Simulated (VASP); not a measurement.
Runs of VASP 6.6.1 on CdTe. The structure is that of space group F-43m (No. 216), or close to it. The cells are those of the table. 

```csv
cell,gap on the mesh (eV),pressure (GPa)
"a = 4.533 Å, angles 60.0°, 2 atoms",0.76,1.9
"a = 4.408 Å, angles 60.0°, 2 atoms",1.01,7.0
"a = 4.592 Å, angles 60.0°, 2 atoms",0.64,0.1
"a = 4.650 Å, angles 60.0°, 2 atoms",0.53,(a)
"a = 4.707 Å, angles 60.0°, 2 atoms",0.42,-2.5
"a = 4.343 Å, angles 60.0°, 2 atoms",(b),10.5
"a = 4.471 Å, angles 60.0°, 2 atoms",(c),(d)
```

Alike in all rows: task single point; level PBEsol; potentials or basis VASP PAW PBE potentials, release 64 (Cd, Te); no spin polarisation; k mesh 5 × 5 × 5; cutoff (eV) 500; smearing gaussian 0.01 eV.

**Question.** Estimate the missing entries.

**Answer.** (a) -1.3; (b) 1.15; (c) 0.88; (d) 4.2.

Caveats: the PAW data sets were made with another functional, which shifts forces and pressure a little; spin-orbit coupling is left out, which moves the levels of the heavy elements.

A k mesh can miss the band edges, and the runs leave out spin-orbit coupling on Cd, Te.
